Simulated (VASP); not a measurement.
# Li3ClO (P4mm) in VASP: notebook

The runs below take Li3ClO through single point, with LDA.

All numbers are computed with VASP 6.6.1; they aren't measurements. Logs are shortened: lines on timing, memory, paths and dates and some standing lists are left out, and cuts for length are marked.

### 1 The cell of the first run

The structure is tetragonal, space group P4mm (No. 99). The conventional cell has a = 3.908 Å, b = 3.908 Å, c = 3.908 Å, α = 90.00°, β = 90.00°, γ = 90.00°. Within 2.6 Å of Li (site symmetry 4mm) lie 2 O at 1.95 Å. Within 2.6 Å of Li (site symmetry 2mm) lie 2 O at 1.95 Å and 2 Cl at 2.56 Å. Cl (site symmetry 4mm) has 12 Li at 2.56 to 2.98 Å and 4 O at 3.22 Å within 3.4 Å. Within 2.6 Å of O (site symmetry 4mm) lie 6 Li at 1.95 Å.

### 2 Single point, LDA (all Cl atoms moved -0.300 Å, as atom 4 along Cartesian [1 0 0])

The input, INCAR:

```
SYSTEM = Li3ClO
  ALGO = Normal
  EDIFF = 1E-6
  ENCUT = 520
  GGA = CA
  ISIF = 2
  ISMEAR = 0
  LASPH = .True.
  LCHARG = .False.
  LREAL = .False.
  LWAVE = .False.
  NBANDS = 19
  NELM = 60
  PREC = Accurate
  SIGMA = 0.05
```

The input, KPOINTS:

```
k-points
0
Gamma
  6 6 6
  0 0 0
```

The input, POSCAR:

```
Li3ClO
1.0
    3.9083370000      0.0000000000      0.0000000000
    0.0000000000      3.9083370000      0.0000000000
    0.0000000000      0.0000000000      3.9083370000
Li Cl O
3 1 1
Direct
    0.0000000000      0.5000000000      0.5000000000
    0.5000000000      0.0000000000      0.5000000000
    0.5000000000      0.5000000000      0.0000000000
   -0.0767589898      0.0000000000      0.0000000000
    0.5000000000      0.5000000000      0.5000000000
```

Potentials or basis: VASP PAW LDA potentials, release 64 (Li_sv, Cl, O).

On the command line:

```bash
> cat potpaw_LDA.64/Li_sv/POTCAR potpaw_LDA.64/Cl/POTCAR potpaw_LDA.64/O/POTCAR > POTCAR
> mpirun -np 1 vasp_std > vasp.out
```

OUTCAR:

```text
SYSTEM = Li3ClO
   EDIFF = 1E-6
   ENCUT = 520
   GGA = CA
   ISIF = 2
   ISMEAR = 0
   LASPH = .True.
   LREAL = .False.
   NELM = 60
   PREC = Accurate

 ion  position               nearest neighbor table
   1  0.000  0.500  0.500-   5 1.95   5 1.95
   2  0.500  0.000  0.500-   5 1.95   5 1.95   4 2.56   4 2.56
   3  0.500  0.500  0.000-   5 1.95   5 1.95   4 2.56   4 2.56
   4  0.923  0.000  0.000-   2 2.56   3 2.56   2 2.56   3 2.56
   5  0.500  0.500  0.500-   1 1.95   2 1.95   3 1.95   3 1.95   2 1.95   1 1.95

  LATTYP: Found a simple cubic cell.
 ALAT       =     3.9083370000

  Lattice vectors:

 A1 = (   3.9083370000,   0.0000000000,   0.0000000000)
 A2 = (   0.0000000000,   3.9083370000,   0.0000000000)
 A3 = (   0.0000000000,   0.0000000000,   3.9083370000)

Analysis of symmetry for initial positions (statically):
=====================================================================
 Subroutine PRICEL returns:
 Original cell was already a primitive cell.

 Routine SETGRP: Setting up the symmetry group for a
 simple cubic supercell.

 Subroutine GETGRP returns: Found  8 space group operations
 (whereof  8 operations were pure point group operations)
 out of a pool of 48 trial point group operations.

The static configuration has the point symmetry C_4v.

Analysis of symmetry for dynamics (positions and initial velocities):
=====================================================================
 Subroutine PRICEL returns:
 Original cell was already a primitive cell.

 Routine SETGRP: Setting up the symmetry group for a
 simple cubic supercell.

 Subroutine GETGRP returns: Found  8 space group operations
 (whereof  8 operations were pure point group operations)
 out of a pool of 48 trial point group operations.

The dynamic configuration has the point symmetry C_4v.

 Subroutine INISYM returns: Found  8 space group operations
 (whereof  8 operations are pure point group operations),
 and found     1 'primitive' translations

----------------------------------------------------------------------------------------

                                     Primitive cell

  volume of cell :      59.7002

  direct lattice vectors                    reciprocal lattice vectors
     3.908337000  0.000000000  0.000000000     0.255863299  0.000000000  0.000000000
     0.000000000  3.908337000  0.000000000     0.000000000  0.255863299  0.000000000
     0.000000000  0.000000000  3.908337000     0.000000000  0.000000000  0.255863299

  length of vectors
     3.908337000  3.908337000  3.908337000     0.255863299  0.255863299  0.255863299

  position of ions in fractional coordinates (direct lattice)
     0.000000000  0.500000000  0.500000000
     0.500000000  0.000000000  0.500000000
     0.500000000  0.500000000  0.000000000
     0.923241010  0.000000000  0.000000000
     0.500000000  0.500000000  0.500000000

  ion indices of the primitive-cell ions
   primitive index   ion index
                 1           1
                 2           2
                 3           3
                 4           4
                 5           5

----------------------------------------------------------------------------------------

 KPOINTS: k-points

Automatic generation of k-mesh.
 Grid dimensions read from file:
 generate k-points for:    6    6    6

 Generating k-lattice:

  Cartesian coordinates                     Fractional coordinates (reciprocal lattice)
     0.042643883  0.000000000  0.000000000     0.166666667  0.000000000  0.000000000
     0.000000000  0.042643883  0.000000000     0.000000000  0.166666667  0.000000000
     0.000000000  0.000000000  0.042643883     0.000000000  0.000000000  0.166666667

  Length of vectors
     0.042643883  0.042643883  0.042643883

  Shift w.r.t. Gamma in fractional coordinates (k-lattice)
     0.000000000  0.000000000  0.000000000

 Subroutine IBZKPT returns following result:
 ===========================================

 Found     40 irreducible k-points:

 Following reciprocal coordinates:
            Coordinates               Weight
  0.000000  0.000000  0.000000      1.000000
  0.166667  0.000000  0.000000      2.000000
  0.000000  0.166667  0.000000      4.000000
  0.333333  0.000000  0.000000      2.000000
  0.000000  0.333333  0.000000      4.000000
  0.500000  0.000000  0.000000      1.000000
[... 16 lines left out ...]
  0.166667  0.166667  0.166667      8.000000
  0.333333  0.166667  0.166667      8.000000
 [... further k-points ...]
   k-points           NKPTS =     40   k-points in BZ     NKDIM =     40   number of bands    NBANDS=     19
   number of dos      NEDOS =    301   number of ions     NIONS =      5
   total plane-waves  NPLWV =  27000
   dimension x,y,z NGX =    30 NGY =   30 NGZ =   30
   dimension x,y,z NGXF=    60 NGYF=   60 NGZF=   60
   ions per type =               3   1   1
   NGX,Y,Z   is equivalent  to a cutoff of  12.76, 12.76, 12.76 a.u.
   NGXF,Y,Z  is equivalent  to a cutoff of  25.52, 25.52, 25.52 a.u.
 SYSTEM =  Li3ClO
   PREC   = accura    normal or accurate (medium, high low for compatibility)
   ISTART =      0    job   : 0-new  1-cont  2-samecut
   ICHARG =      2    charge: 1-file 2-atom 10-const
   ISPIN  =      1    spin polarized calculation?
   LNONCOLLINEAR =      F non collinear calculations
   LSORBIT =      F    spin-orbit coupling
   LASPH  =      T    aspherical Exc in radial PAW
   ENCUT  =  520.0 eV  38.22 Ry    6.18 a.u.   7.27  7.27  7.27*2*pi/ulx,y,z
   NELM   =     60;   NELMIN=  2; NELMDL= -5     # of ELM steps
   EDIFF  = 0.1E-05   stopping-criterion for ELM
   LREAL  =      F    real-space projection
   EDIFFG = 0.1E-04   stopping-criterion for IOM
   NSW    =      0    number of steps for IOM
   IBRION =     -1    ionic relax: 0-MD 1-quasi-New 2-CG
   NFREE  =      0    steps in history (QN), initial steepest desc. (CG)
   ISIF   =      2    stress and relaxation
   ISYM   =      2    0-nonsym 1-usesym 2-fastsym
   POTIM  = 0.5000    time-step for ionic-motion
   TEBEG  =    0.0;   TEEND  =   0.0 temperature during run
   PSTRESS=    0.0 pullay stress
   NELECT =      22.0000    total number of electrons
   NUPDOWN=      -1.0000    fix difference up-down
   EMIN   =  10.00;   EMAX   =-10.00  energy-range for DOS
   EFERMI =   0.00;   METHOD = LEGACY
   ISMEAR =     0;   SIGMA  =   0.05  broadening in eV -4-tet -1-fermi 0-gaus
   EFERMI_NEDOS =   21; number of points for ismear=-14 and -15
   IALGO  =     38    algorithm
   IMIX   =      4    mixing-type and parameters
     AMIX     =   0.40;   BMIX     =  1.00
     AMIX_MAG =   1.60;   BMIX_MAG =  1.00
  volume/ion in A,a.u.               =      11.94        80.58
  Fermi-wavevector in a.u.,A,eV,Ry     =   1.173700  2.217971 18.742996  1.377571
  Thomas-Fermi vector in A             =   2.310109
   LORBIT       =      0    0 simple, 1 ext, 2 COOP (PROOUT), +10 PAW based schemes
   GGA     = CA    functional components
   LHFCALC =     F    Hartree Fock is set to
   AEXX    =    0.0000 exact exchange contribution
   IVDW    =     0    specifies the selected vdW correction
   LEPSILON=     F    determine dielectric tensor
   LRPA    =     F    only Hartree local field effects (RPA)
 non-spin polarized calculation
 Gauss-broadening in eV      SIGMA  =   0.05
  energy-cutoff  :      520.00
  volume of cell :       59.70
 maximum number of plane-waves:      1640
 NGX is ok and might be reduce to    30
   NGX = 15   NGY = 15   NGZ = 15

 number of electron      21.9999978 magnetization

 Free energy of the ion-electron system (eV)
  ---------------------------------------------------
  ext. energy  EPLUGINS =         0.00000000
  ---------------------------------------------------
  free energy    TOTEN  =       -23.56188293 eV

  energy without entropy =      -23.56188293  energy(sigma->0) =      -23.56188293

 E-fermi :   1.7513     XC(G=0):  -9.5301

 val. band max:        1.5481484285   @ k =   0.0000   0.5000   0.5000
 cond. band min:       6.0180849049   @ k =   0.0000   0.0000   0.0000
 fundamental gap:      4.4699364764
 Fermi energy:         1.7513409771

 k-point     1 :       0.0000    0.0000    0.0000
  band No.  band energies     occupation
      1     -40.9480      2.00000
      2     -40.8658      2.00000
      3     -40.8353      2.00000
      4     -13.3618      2.00000
      5     -12.4389      2.00000
      6      -1.4977      2.00000
[... 11 lines left out ...]
     18      13.3162      0.00000
     19      13.4302      0.00000

 k-point     2 :       0.1667    0.0000    0.0000
  band No.  band energies     occupation
      1     -40.9439      2.00000
      2     -40.8696      2.00000
      3     -40.8353      2.00000
      4     -13.3144      2.00000
      5     -12.4943      2.00000
      6      -1.4962      2.00000
[... 11 lines left out ...]
     18      13.1628      0.00000
     19      13.3228      0.00000

 k-point     3 :       0.0000    0.1667    0.0000
  band No.  band energies     occupation
      1     -40.9452      2.00000
      2     -40.8651      2.00000
      3     -40.8385      2.00000
      4     -13.3065      2.00000
      5     -12.5053      2.00000
      6      -1.6115      2.00000
[... 11 lines left out ...]
     18      13.0071      0.00000
     19      13.2946      0.00000

 k-point     4 :       0.3333    0.0000    0.0000
  band No.  band energies     occupation
      1     -40.9341      2.00000
      2     -40.8787      2.00000
      3     -40.8351      2.00000
      4     -13.1960      2.00000
      5     -12.6270      2.00000
      6      -1.8088      2.00000
[... 11 lines left out ...]
     18      12.7100      0.00000
     19      13.5186      0.00000

 k-point     5 :       0.0000    0.3333    0.0000
  band No.  band energies     occupation
      1     -40.9394      2.00000
      2     -40.8624      2.00000
      3     -40.8460      2.00000
      4     -13.1571      2.00000
      5     -12.6754      2.00000
      6      -1.8597      2.00000
[... 11 lines left out ...]
     18      12.8284      0.00000
     19      13.0093      0.00000

 k-point     6 :       0.5000    0.0000    0.0000
  band No.  band energies     occupation
      1     -40.9277      2.00000
      2     -40.8847      2.00000
      3     -40.8350      2.00000
      4     -13.1112      2.00000
      5     -12.7186      2.00000
      6      -1.9675      2.00000
[... 11 lines left out ...]
     18      12.4885      0.00000
     19      14.5307      0.00000

 k-point     7 :       0.0000    0.5000    0.0000
  band No.  band energies     occupation
      1     -40.9363      2.00000
      2     -40.8592      2.00000
      3     -40.8519      2.00000
      4     -13.0107      2.00000
      5     -12.8317      2.00000
      6      -1.9899      2.00000
[... 11 lines left out ...]
     18      12.6080      0.00000
     19      14.7346      0.00000

 k-point     8 :       0.1667    0.1667    0.0000
  band No.  band energies     occupation
      1     -40.9415      2.00000
      2     -40.8683      2.00000
      3     -40.8384      2.00000
      4     -13.2650      2.00000
      5     -12.5490      2.00000
      6      -1.7127      2.00000
[... 256 lines left out ...]
 k-point    20 :       0.3333    0.0000    0.5000
  band No.  band energies     occupation
      1     -40.9296      2.00000
      2     -40.8588      2.00000
      3     -40.8573      2.00000
      4     -13.0600      2.00000
      5     -12.7380      2.00000
      6      -2.2981      2.00000
[... 11 lines left out ...]
     18      14.4627      0.00000
     19      15.5817      0.00000

 k-point    21 :       0.5000    0.5000    0.0000
  band No.  band energies     occupation
      1     -40.9273      2.00000
      2     -40.8594      2.00000
      3     -40.8588      2.00000
      4     -13.0765      2.00000
      5     -12.7056      2.00000
      6      -2.3760      2.00000
[... 11 lines left out ...]
     18      15.1557      0.00000
     19      15.8028      0.00000

 k-point    22 :       0.0000    0.5000    0.5000
  band No.  band energies     occupation
      1     -40.9280      2.00000
      2     -40.8587      2.00000
      3     -40.8587      2.00000
      4     -13.0752      2.00000
      5     -12.7092      2.00000
      6      -2.4031      2.00000
[... 11 lines left out ...]
     18      15.5140      0.00000
     19      15.8298      0.00000

 k-point    23 :       0.1667    0.1667    0.1667
  band No.  band energies     occupation
      1     -40.9394      2.00000
      2     -40.8673      2.00000
      3     -40.8412      2.00000
      4     -13.2231      2.00000
      5     -12.5916      2.00000
      6      -1.6459      2.00000
[... 11 lines left out ...]
     18      13.5479      0.00000
     19      13.6506      0.00000

 k-point    24 :       0.3333    0.1667    0.1667
  band No.  band energies     occupation
      1     -40.9319      2.00000
      2     -40.8739      2.00000
      3     -40.8409      2.00000
      4     -13.1429      2.00000
      5     -12.6667      2.00000
      6      -1.9878      2.00000
[... 11 lines left out ...]
     18      13.4737      0.00000
     19      14.2956      0.00000

 [... further k-points ...]

------------------------ aborting loop because EDIFF is reached ----------------------------------------

  FORCE on cell =-STRESS in cart. coord.  units (eV):
  Direction    XX          YY          ZZ          XY          YZ          ZX
  --------------------------------------------------------------------------------------
  -------------------------------------------------------------------------------------
  Total       -1.8767053     -1.7567101     -1.7567101      0.0000000     -0.0000000      0.0000000
  in kB      -50.3652092    -47.1448944    -47.1448944      0.0000000     -0.0000000      0.0000000
  external PRESSURE =     -48.2183327 kB  Pullay stress =       0.0000000 kB

 VOLUME and BASIS-vectors are now :
 -----------------------------------------------------------------------------
  energy-cutoff  :      520.00
  volume of cell :       59.70
      direct lattice vectors                 reciprocal lattice vectors
     3.908337000  0.000000000  0.000000000     0.255863299  0.000000000  0.000000000
     0.000000000  3.908337000  0.000000000     0.000000000  0.255863299  0.000000000
     0.000000000  0.000000000  3.908337000     0.000000000  0.000000000  0.255863299

 POSITION                                       TOTAL-FORCE (eV/Angst)
 -----------------------------------------------------------------------------------
      0.00000      1.95417      1.95417        -0.088218      0.000000     -0.000000
      1.95417      0.00000      1.95417         0.103247      0.000000     -0.000000
      1.95417      1.95417      0.00000         0.103247      0.000000     -0.000000
      3.60834      0.00000      0.00000         0.458076     -0.000000      0.000000
      1.95417      1.95417      1.95417        -0.576351      0.000000     -0.000000
 -----------------------------------------------------------------------------------
    total drift:                                0.000240      0.000000      0.000000

  FREE ENERGIE OF THE ION-ELECTRON SYSTEM (eV)
  ---------------------------------------------------
  free  energy   TOTEN  =       -23.5618829322 eV

  energy  without entropy=      -23.5618829322  energy(sigma->0) =      -23.56188293
```

Wall time 86 s (1 thread of AMD EPYC 7R13, shared host); peak memory 0.14 GiB.

Results:

```
Free energy            : -23.5619 eV
Largest force          : 0.576 eV/Å
Band gap on the k mesh : 4.47 eV (least direct gap 4.61 eV)
```

Forces in eV/Å, atoms in the order of the input:
```
Li  -0.088  0.000  0.000
Li   0.103  0.000  0.000
Li   0.103  0.000  0.000
Cl   0.458  0.000  0.000
O   -0.576  0.000  0.000
```

Caveat: the cell differs from its parent crystal (all Cl atoms moved -0.300 Å, as atom 4 along Cartesian [1 0 0]); the cutoff is under 1.25 times the usual one of these potentials, so pressure, stress and relaxed cells hold a basis-set (Pulay) error. A k mesh can miss the band edges.

[end of part 1 of 2]
